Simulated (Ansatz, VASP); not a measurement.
# Two plane-wave programs on H2Se

```
CELL_PARAMETERS angstrom
2.64184 0.00000 0.00000
-1.32092 2.28790 0.00000
0.00000 0.00000 7.20371
ATOMIC_POSITIONS crystal
H 0.33333 0.66667 0.50000
H 0.66667 0.33333 0.50000
Se 0.00000 0.00000 0.00000
```

Alike in both runs: functional PBE; k mesh 18 × 18 × 8; occupations gaussian, width 0.1 eV; no spin polarisation.

Ansatz relaxed the structure, and its values are those at the end. VASP's run is a single point on that final structure, the one shown.

```csv
,VASP,Ansatz
version,VASP 6.6.1,Ansatz 0.2.0
potentials or method,"VASP PAW PBE potentials, release 64 (H, Se), cutoff 520 eV","scalar-relativistic, plane waves, PAW"
valence electrons in the cell,8,18
```

|  | VASP | Ansatz | Ansatz less VASP |
| --- | --- | --- | --- |
| gap on the k mesh at the Fermi level (eV) | none | none | - |
| pressure (GPa) | 0.0 | 0.0 | +0.04 |

A gap of «none» marks a metal or a gap that the smearing closes. With one functional, cell and mesh, what is left measures potentials, basis and numerics. VASP's potentials hold 8 valence electrons a cell and Ansatz's 18, so a difference there can come from the potentials and not from the codes.
